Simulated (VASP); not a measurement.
Input of a VASP 6.6.1 run:

File INCAR:

```
SYSTEM = Ti8H2O17
PREC = Accurate
ENCUT = 520
EDIFF = 1E-6
ISMEAR = -1
SIGMA = 0.02
LREAL = Auto
LASPH = .True.
NELM = 60
ALGO = Normal
ISIF = 2
LWAVE = .False.
LCHARG = .True.
GGA = PS
LELF = .True.
LVHAR = .True.
NBANDS = 119
```

KPOINTS

```
Automatic mesh
0
Gamma
  2 2 1
  0 0 0
```

Contents of POSCAR:

```
Ti8H2O17
1.0
    6.4965150000      0.0000000000      0.0000000000
    0.0000000000      5.9162400000      0.0000000000
    0.0000000000      0.0000000000     16.2316440000
Ti O H
8 17 2
Direct
    0.0000000000      0.0000000000      0.0616080500
    0.5000000200      0.2500000000      0.0616080500
    0.5127800669     -0.0105104765      0.2641036295
    0.0064891611      0.2757170372      0.2598626664
    0.0000000000      0.5000000000      0.0616080500
    0.5000000200      0.7500000000      0.0616080500
    0.4998396313      0.4959229082      0.2821154132
    0.0158743721      0.7688356636      0.2783357564
    0.0015901045      0.0010497567      0.1697869667
    0.1947000100      0.2500000000      0.0616080500
    0.5000000200      0.0000000000      0.1395343300
    0.8053000300      0.2500000000      0.0616080500
    0.5329637122     -0.0379292626      0.3898080302
    0.6925451934      0.2410676049      0.2597790236
   -0.0637616918      0.0398035324      0.3432233907
    0.2928252879      0.2348451415      0.2665351521
    0.0021009647      0.5003903938      0.1693378830
    0.1947000100      0.7500000000      0.0616080500
    0.5000000200      0.5000000000      0.1395343300
    0.8053000300      0.7500000000      0.0616080500
    0.5060048231      0.5358370050      0.3836071162
    0.6994249981      0.7541585040      0.2570113199
   -0.0102148355      0.5009168270      0.3307420177
    0.3059106956      0.7516787798      0.2555410192
    0.0955025817      0.9036741617      0.3775142274
   -0.3221493609      1.0030129136      0.4007757014
    0.5206649834      0.7872416858      0.3994967350
```

Potentials or basis: VASP PAW PBE potentials, release 64 (Ti_sv, O, H).

Launch:

```bash
$ cat potpaw_PBE.64/Ti_sv/POTCAR potpaw_PBE.64/O/POTCAR potpaw_PBE.64/H/POTCAR > POTCAR
$ mpirun -np 1 vasp_std > vasp.out
```

Problem. Estimate the largest force.

Solution. 4.006 eV/Å.

Problem. Predict the band gap on the k mesh.

Solution. 0.02 eV (least direct gap 0.03 eV).

Forces in eV/Å, atoms in the order of the input:
```
Ti   0.026 -0.115  4.004
Ti  -0.027  0.085  3.802
Ti  -0.044  0.037  0.016
Ti  -0.035 -0.091 -0.089
Ti   0.021  0.112  3.284
Ti   0.015 -0.101  3.889
Ti  -0.001 -0.042 -0.263
Ti  -0.037 -0.002 -0.161
O    0.001  0.002  0.130
O    1.305  0.045 -2.378
O   -0.028  0.098 -2.674
O   -1.261  0.065 -2.329
O   -0.036  0.004 -0.035
O    0.038  0.026  0.000
O   -0.247  0.207 -0.065
O    0.021  0.004  0.007
O    0.003  0.011  0.131
O    1.259 -0.043 -2.352
O   -0.026 -0.117 -3.246
O   -1.282 -0.035 -2.321
O    0.007  0.051  0.254
O    0.050 -0.049 -0.004
O   -0.013  0.007  0.137
O   -0.007 -0.014 -0.014
O    0.249 -0.125  0.219
H    0.087  0.062  0.029
H   -0.038 -0.082  0.028
```

Caveat: the k points lie up to 0.53 Å⁻¹ apart; there is no dipole correction, which matters where the two faces differ; semilocal functionals underestimate gaps, and a narrow one can read as zero; the PAW data sets were made with another functional, which shifts forces and pressure a little.
